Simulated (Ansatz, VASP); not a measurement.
# MgO: VASP beside Ansatz

```
Mg O
1.0
     0.00351    2.10850    2.10850
     2.10850    0.00351    2.10850
     2.11201    2.11201    0.00000
Mg O
1 1
Direct
  0.00000 0.00000 0.00000
  0.50000 0.50000 0.50000
```

Alike in both runs: task single point; functional PBE; k mesh 8 × 8 × 8; occupations fermi-dirac, width 0.02 eV; no spin polarisation.

```csv
,VASP,Ansatz
version,VASP 6.6.1,Ansatz 0.2.0
potentials or method,"VASP PAW PBE potentials, release 64 (Mg, O), cutoff 600 eV","plane waves, PAW"
valence electrons in the cell,8,16
```

```csv
,VASP,Ansatz,Ansatz less VASP
pressure (GPa),3.1,4.1,+1.02
"traceless stress, the component that is largest in VASP (GPa)",-0.49,-0.49,+0.004
```

VASP's potentials hold 8 valence electrons a cell and Ansatz's 16, so a difference there can come from the potentials and not from the codes.
